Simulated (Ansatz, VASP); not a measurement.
# One calculation of Rb, two programs

The input INCAR:

```
  PREC = Accurate
  ENCUT = 520
  EDIFF = 1E-6
  ISMEAR = 0
  SIGMA = 0.15
  LREAL = F
  LASPH = T
  NELM = 100
  ALGO = Fast
  ISIF = 2
  LWAVE = F
  LCHARG = F
  NBANDS = 10
```

Contents of KPOINTS:

```
Automatic mesh
0
Gamma
  12 12 12
```

File POSCAR:

```
Rb
1.0
   -2.8354840223      2.8354840223      2.6940465770
    2.8354840223     -2.8354840223      2.6940465770
    2.7411923921      2.7411923921     -2.6940465770
Rb
1
Direct
    0.0000000000      0.0000000000      0.0000000000
```

Input for Ansatz:

```yaml
crystal:
  lattice:
    - [-2.8354840223, 2.8354840223, 2.694046577]
    - [2.8354840223, -2.8354840223, 2.694046577]
    - [2.7411923921, 2.7411923921, -2.694046577]
  atoms:
    - { symbol: Rb, position: [0.0, 0.0, 0.0] }
basis:
  ecutwfc: 420
kpoints:
  mp_grid: { grid: [12, 12, 12] }
hamiltonian:
  xc: lda
scf:
  occupations: { method: gaussian, width: 0.15 }
output:
  forces: true
  stress: true
  eigenvalues: true
```

Change from the starting cell: engineering shear strain xy -0.0350, equal normal strain along x and y +0.0350.

Alike in both runs: task single point; functional LDA; k mesh 12 × 12 × 12; occupations gaussian, width 0.15 eV; no spin polarisation.

|  | VASP | Ansatz |
| --- | --- | --- |
| version | VASP 6.6.1 | Ansatz 0.2.0 |
| potentials or method | VASP PAW LDA potentials, release 64 (Rb_sv), cutoff 520 eV | scalar-relativistic, plane waves, PAW |
| valence electrons in the cell | 9 | 9 |

```csv
,VASP,Ansatz,Ansatz less VASP
gap on the k mesh at the Fermi level (eV),none,none,-
pressure (GPa),-0.2,-0.2,0.00
"traceless stress, the component that is largest in VASP (GPa)",0.07,0.07,0.000
```

LDA's correlation is that of Perdew and Zunger in VASP and of Perdew and Wang (1992) in Ansatz. A gap of «none» marks a metal or a gap that the smearing closes.
